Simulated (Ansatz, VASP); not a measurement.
**WC in VASP and in Ansatz**

```
W C
1.0
     2.92177    0.00000    0.00000
    -1.46089    2.53033    0.00000
     0.00000    0.00000    2.84708
W C
1 1
Direct
  0.00000 0.00000 0.00000
  0.66667 0.33333 0.50000
```

Alike in both runs: task single point; functional PBE; k mesh 12 × 12 × 12; occupations gaussian, width 0.15 eV; no spin polarisation.

```csv
,VASP,Ansatz
version,VASP 6.6.1,Ansatz 0.2.0
potentials or method,"VASP PAW PBE potentials, release 64 (W_sv, C), cutoff 520 eV","scalar-relativistic, plane waves, PAW"
valence electrons in the cell,18,18
```

VASP gave:

- gap on the k mesh at the Fermi level (eV): none
- pressure (GPa): 1.1
- traceless stress, the component that is largest in VASP (GPa): 0.11

What did Ansatz give for the same quantities?

gap on the k mesh at the Fermi level (eV): none; pressure (GPa): 0.0; traceless stress, the component that is largest in VASP (GPa): -0.08.

A gap of «none» marks a metal or a gap that the smearing closes.

Neither program's run includes spin-orbit coupling.
